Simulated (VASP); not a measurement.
# Sr (Fm-3m) in VASP: a series of runs

Runs on Sr. Level: LDA. Tasks: single point.

Everything below comes from runs of VASP 6.6.1. Logs are shortened: lines on timing, memory, paths and dates and some standing lists are left out, and cuts for length are marked.

### 1 The cell of the first run

The structure is cubic, space group Fm-3m (No. 225). The conventional cell has a = 5.806 Å, b = 5.806 Å, c = 5.806 Å, α = 90.00°, β = 90.00°, γ = 90.00°. Within 5.4 Å of Sr (site symmetry m-3m) lie 12 Sr at 4.11 Å.

### 2 Single point, LDA

Contents of INCAR:

```
SYSTEM = Sr
ALGO     = Normal         ! electronic algorithm
EDIFF    = 1E-6           ! SCF threshold, eV
ENCUT    = 500            ! plane-wave cutoff, eV
GGA      = CA             ! functional
GGA_COMPAT= .False.      
ISIF     = 2              ! what is computed and relaxed
ISMEAR   = -1             ! smearing method
LASPH    = .True.         ! aspherical terms in the spheres
LCHARG   = .True.         ! write CHGCAR
LELF     = .True.         ! ELF
LREAL    = .False.        ! projectors in reciprocal space
LVHAR    = .True.       
LWAVE    = .False.        ! write WAVECAR
NBANDS   = 11             ! bands
NELM     = 120            ! most SCF steps
PREC     = Accurate       ! precision mode
SIGMA    = 0.1            ! smearing width, eV
```

Contents of KPOINTS:

```
k-points
0
Gamma
  14 14 14
  0 0 0
```

Contents of POSCAR:

```
Sr
1.0
    0.0000000000      2.9028949114      2.9028949114
    2.9028949114      0.0000000000      2.9028949114
    2.9028949114      2.9028949114      0.0000000000
Sr
1
Direct
    0.0000000000      0.0000000000      0.0000000000
```

Potentials or basis: VASP PAW LDA potentials, release 64 (Sr_sv).

Command:

```sh
cat potpaw_LDA.64/Sr_sv/POTCAR > POTCAR
mpirun -np 1 vasp_std > vasp.out
```

OUTCAR:

```text
SYSTEM = Sr
   EDIFF = 1E-6
   ENCUT = 500
   GGA = CA
   ISIF = 2
   ISMEAR = -1
   LASPH = .True.
   LREAL = .False.
   NELM = 120
   PREC = Accurate

 ion  position               nearest neighbor table
   1  0.000  0.000  0.000-

  LATTYP: Found a face centered cubic cell.
 ALAT       =     5.8057898228

  Lattice vectors:

 A1 = (   0.0000000000,   2.9028949114,   2.9028949114)
 A2 = (   2.9028949114,   0.0000000000,   2.9028949114)
 A3 = (   2.9028949114,   2.9028949114,   0.0000000000)

Analysis of symmetry for initial positions (statically):
=====================================================================
 Subroutine PRICEL returns:
 Original cell was already a primitive cell.

 Routine SETGRP: Setting up the symmetry group for a
 face centered cubic supercell.

 Subroutine GETGRP returns: Found 48 space group operations
 (whereof 48 operations were pure point group operations)
 out of a pool of 48 trial point group operations.

The static configuration has the point symmetry O_h .

Analysis of symmetry for dynamics (positions and initial velocities):
=====================================================================
 Subroutine PRICEL returns:
 Original cell was already a primitive cell.

 Routine SETGRP: Setting up the symmetry group for a
 face centered cubic supercell.

 Subroutine GETGRP returns: Found 48 space group operations
 (whereof 48 operations were pure point group operations)
 out of a pool of 48 trial point group operations.

The dynamic configuration has the point symmetry O_h .

 Subroutine INISYM returns: Found 48 space group operations
 (whereof 48 operations are pure point group operations),
 and found     1 'primitive' translations

----------------------------------------------------------------------------------------

                                     Primitive cell

  volume of cell :      48.9242

  direct lattice vectors                    reciprocal lattice vectors
     0.000000000  2.902894911  2.902894911    -0.172241853  0.172241853  0.172241853
     2.902894911  0.000000000  2.902894911     0.172241853 -0.172241853  0.172241853
     2.902894911  2.902894911  0.000000000     0.172241853  0.172241853 -0.172241853

  length of vectors
     4.105313354  4.105313354  4.105313354     0.298331641  0.298331641  0.298331641

  position of ions in fractional coordinates (direct lattice)
     0.000000000  0.000000000  0.000000000

  ion indices of the primitive-cell ions
   primitive index   ion index
                 1           1

----------------------------------------------------------------------------------------

 KPOINTS: k-points

Automatic generation of k-mesh.
 Grid dimensions read from file:
 generate k-points for:   14   14   14

 Generating k-lattice:

  Cartesian coordinates                     Fractional coordinates (reciprocal lattice)
    -0.012302990  0.012302990  0.012302990     0.071428571  0.000000000  0.000000000
     0.012302990 -0.012302990  0.012302990     0.000000000  0.071428571  0.000000000
     0.012302990  0.012302990 -0.012302990     0.000000000  0.000000000  0.071428571

  Length of vectors
     0.021309403  0.021309403  0.021309403

  Shift w.r.t. Gamma in fractional coordinates (k-lattice)
     0.000000000  0.000000000  0.000000000

 Subroutine IBZKPT returns following result:
 ===========================================

 Found    104 irreducible k-points:

 Following reciprocal coordinates:
            Coordinates               Weight
  0.000000  0.000000  0.000000      1.000000
  0.071429  0.000000  0.000000      8.000000
  0.142857  0.000000  0.000000      8.000000
  0.214286  0.000000  0.000000      8.000000
  0.285714  0.000000  0.000000      8.000000
  0.357143  0.000000  0.000000      8.000000
[... 16 lines left out ...]
  0.214286  0.142857  0.000000     24.000000
  0.285714  0.142857  0.000000     24.000000
 [... further k-points ...]
   k-points           NKPTS =    104   k-points in BZ     NKDIM =    104   number of bands    NBANDS=     11
   number of dos      NEDOS =    301   number of ions     NIONS =      1
   total plane-waves  NPLWV =  27000
   dimension x,y,z NGX =    30 NGY =   30 NGZ =   30
   dimension x,y,z NGXF=    60 NGYF=   60 NGZF=   60
   ions per type =               1
   NGX,Y,Z   is equivalent  to a cutoff of  12.15, 12.15, 12.15 a.u.
   NGXF,Y,Z  is equivalent  to a cutoff of  24.30, 24.30, 24.30 a.u.
 SYSTEM =  Sr
   PREC   = accura    normal or accurate (medium, high low for compatibility)
   ISTART =      0    job   : 0-new  1-cont  2-samecut
   ICHARG =      2    charge: 1-file 2-atom 10-const
   ISPIN  =      1    spin polarized calculation?
   LNONCOLLINEAR =      F non collinear calculations
   LSORBIT =      F    spin-orbit coupling
   LASPH  =      T    aspherical Exc in radial PAW
   ENCUT  =  500.0 eV  36.75 Ry    6.06 a.u.   7.48  7.48  7.48*2*pi/ulx,y,z
   NELM   =    120;   NELMIN=  2; NELMDL= -5     # of ELM steps
   EDIFF  = 0.1E-05   stopping-criterion for ELM
   LREAL  =      F    real-space projection
   EDIFFG = 0.1E-04   stopping-criterion for IOM
   NSW    =      0    number of steps for IOM
   IBRION =     -1    ionic relax: 0-MD 1-quasi-New 2-CG
   NFREE  =      0    steps in history (QN), initial steepest desc. (CG)
   ISIF   =      2    stress and relaxation
   ISYM   =      2    0-nonsym 1-usesym 2-fastsym
   POTIM  = 0.5000    time-step for ionic-motion
   TEBEG  =    0.0;   TEEND  =   0.0 temperature during run
   PSTRESS=    0.0 pullay stress
   NELECT =      10.0000    total number of electrons
   NUPDOWN=      -1.0000    fix difference up-down
   EMIN   =  10.00;   EMAX   =-10.00  energy-range for DOS
   EFERMI =   0.00;   METHOD = LEGACY
   ISMEAR =    -1;   SIGMA  =   0.10  broadening in eV -4-tet -1-fermi 0-gaus
   EFERMI_NEDOS =   21; number of points for ismear=-14 and -15
   IALGO  =     38    algorithm
   IMIX   =      4    mixing-type and parameters
     AMIX     =   0.40;   BMIX     =  1.00
     AMIX_MAG =   1.60;   BMIX_MAG =  1.00
  volume/ion in A,a.u.               =      48.92       330.16
  Fermi-wavevector in a.u.,A,eV,Ry     =   0.964347  1.822352 12.652955  0.929966
  Thomas-Fermi vector in A             =   2.093971
   LORBIT       =      0    0 simple, 1 ext, 2 COOP (PROOUT), +10 PAW based schemes
   GGA     = CA    functional components
   LHFCALC =     F    Hartree Fock is set to
   AEXX    =    0.0000 exact exchange contribution
   IVDW    =     0    specifies the selected vdW correction
   LEPSILON=     F    determine dielectric tensor
   LRPA    =     F    only Hartree local field effects (RPA)
 non-spin polarized calculation
  energy-cutoff  :      500.00
  volume of cell :       48.92
 maximum number of plane-waves:      1267
 NGX is ok and might be reduce to    30
   NGX = 15   NGY = 15   NGZ = 15

 number of electron      10.0000000 magnetization

 Free energy of the ion-electron system (eV)
  ---------------------------------------------------
  ext. energy  EPLUGINS =         0.00000000
  ---------------------------------------------------
  free energy    TOTEN  =        -1.91513388 eV

  energy without entropy =       -1.87633456  energy(sigma->0) =       -1.89573422

 E-fermi :   1.8272     XC(G=0):  -7.9317

 val. band max:        1.8262047132   @ k =  -0.2857   0.4286   0.1429
 cond. band min:       1.8342103932   @ k =  -0.2857   0.4286   0.2143
 fundamental gap:      0.0080056799
 Fermi energy:         1.8271964308

 k-point     1 :       0.0000    0.0000    0.0000
  band No.  band energies     occupation
      1     -34.4008      2.00000
      2     -16.3559      2.00000
      3     -16.3559      2.00000
      4     -16.3559      2.00000
      5      -2.0012      2.00000
      6       4.2000      0.00000
      7       4.2000      0.00000
      8       4.2000      0.00000
      9       5.8541      0.00000
     10       5.8541      0.00000
     11       9.3669      0.00000

 k-point     2 :       0.0714    0.0000    0.0000
  band No.  band energies     occupation
      1     -34.3995      2.00000
      2     -16.3716      2.00000
      3     -16.3579      2.00000
      4     -16.3579      2.00000
      5      -1.9080      2.00000
      6       4.0612      0.00000
      7       4.2455      0.00000
      8       4.2455      0.00000
      9       5.7924      0.00000
     10       5.7924      0.00000
     11       9.6090      0.00000

 k-point     3 :       0.1429    0.0000    0.0000
  band No.  band energies     occupation
      1     -34.3961      2.00000
      2     -16.4151      2.00000
      3     -16.3636      2.00000
      4     -16.3636      2.00000
      5      -1.6364      2.00000
      6       3.7190      0.00000
      7       4.3488      0.00000
      8       4.3488      0.00000
      9       5.6782      0.00000
     10       5.6782      0.00000
     11      10.0433      0.00000

 k-point     4 :       0.2143    0.0000    0.0000
  band No.  band energies     occupation
      1     -34.3911      2.00000
      2     -16.4771      2.00000
      3     -16.3718      2.00000
      4     -16.3718      2.00000
      5      -1.2113      2.00000
      6       3.3021      0.00000
      7       4.4017      0.00000
      8       4.4017      0.00000
      9       5.6923      0.00000
     10       5.6923      0.00000
     11       9.4848      0.00000
[... 239 lines left out ...]
 k-point    22 :       0.1429    0.1429    0.0000
  band No.  band energies     occupation
      1     -34.3945      2.00000
      2     -16.4135      2.00000
      3     -16.3766      2.00000
      4     -16.3766      2.00000
      5      -1.5158      2.00000
      6       3.5858      0.00000
      7       4.4584      0.00000
      8       4.4584      0.00000
      9       5.0542      0.00000
     10       6.0448      0.00000
     11      10.5471      0.00000

 k-point    23 :       0.2143    0.1429    0.0000
  band No.  band energies     occupation
      1     -34.3908      2.00000
      2     -16.4537      2.00000
      3     -16.3869      2.00000
      4     -16.3845      2.00000
      5      -1.2016      2.00000
      6       3.3025      0.00000
      7       4.4407      0.00000
      8       4.5845      0.00000
      9       4.9134      0.00000
     10       6.1360      0.00000
     11      10.6147      0.00000

 k-point    24 :       0.2857    0.1429    0.0000
  band No.  band energies     occupation
      1     -34.3859      2.00000
      2     -16.5088      2.00000
      3     -16.3972      2.00000
      4     -16.3940      2.00000
      5      -0.7492      2.00000
      6       2.9876      0.00002
      7       4.1087      0.00000
      8       4.6294      0.00000
      9       5.2409      0.00000
     10       6.3251      0.00000
     11       9.8883      0.00000

 [... further k-points ...]

------------------------ aborting loop because EDIFF is reached ----------------------------------------

  FORCE on cell =-STRESS in cart. coord.  units (eV):
  Direction    XX          YY          ZZ          XY          YZ          ZX
  --------------------------------------------------------------------------------------
  -------------------------------------------------------------------------------------
  Total       -0.0144679     -0.0144679     -0.0144679      0.0000000      0.0000000      0.0000000
  in kB       -0.4737970     -0.4737970     -0.4737970      0.0000000      0.0000000      0.0000000
  external PRESSURE =      -0.4737970 kB  Pullay stress =       0.0000000 kB

 VOLUME and BASIS-vectors are now :
 -----------------------------------------------------------------------------
  energy-cutoff  :      500.00
  volume of cell :       48.92
      direct lattice vectors                 reciprocal lattice vectors
     0.000000000  2.902894911  2.902894911    -0.172241853  0.172241853  0.172241853
     2.902894911  0.000000000  2.902894911     0.172241853 -0.172241853  0.172241853
     2.902894911  2.902894911  0.000000000     0.172241853  0.172241853 -0.172241853

 POSITION                                       TOTAL-FORCE (eV/Angst)
 -----------------------------------------------------------------------------------
      0.00000      0.00000      0.00000        -0.000000     -0.000000      0.000000
 -----------------------------------------------------------------------------------
    total drift:                               -0.000000     -0.000000      0.000000

  FREE ENERGIE OF THE ION-ELECTRON SYSTEM (eV)
  ---------------------------------------------------
  free  energy   TOTEN  =        -1.9151338751 eV

  energy  without entropy=       -1.8763345631  energy(sigma->0) =       -1.89573422
```

Run time: 73 s. Hardware: 1 thread of Intel Xeon 8259CL, shared host; peak memory 0.18 GiB.

Results:

```
Free energy : -1.9151 eV
Pressure    : 0.0 GPa
```

(Part 1 of 2 ends here.)
